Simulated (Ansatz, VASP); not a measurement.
# Ge: VASP beside Ansatz

```
CELL_PARAMETERS angstrom
2.87013 0.00000 0.00000
0.00000 2.87013 0.00000
0.00000 0.00000 2.87013
ATOMIC_POSITIONS crystal
Ge 0.00000 0.00000 0.00000
```

Alike in both runs: task single point; functional BLYP; k mesh 18 × 18 × 18; occupations fermi-dirac, width 0.1 eV; no spin polarisation.

|  | VASP | Ansatz |
| --- | --- | --- |
| version | VASP 6.6.1 | Ansatz 0.2.0 |
| potentials or method | VASP PAW PBE potentials, release 64 (Ge_d), cutoff 520 eV | plane waves (420 eV) with PAW, scalar-relativistic |
| valence electrons in the cell | 14 | 14 |

Ansatz gave:

```
pressure (GPa) : -3.4
```

**Question.** Which values does VASP return?

**Answer.** Pressure (GPa): -3.3.

VASP's potentials were made for PBE, not for BLYP. With one functional, cell and mesh, what is left measures potentials, basis and numerics.
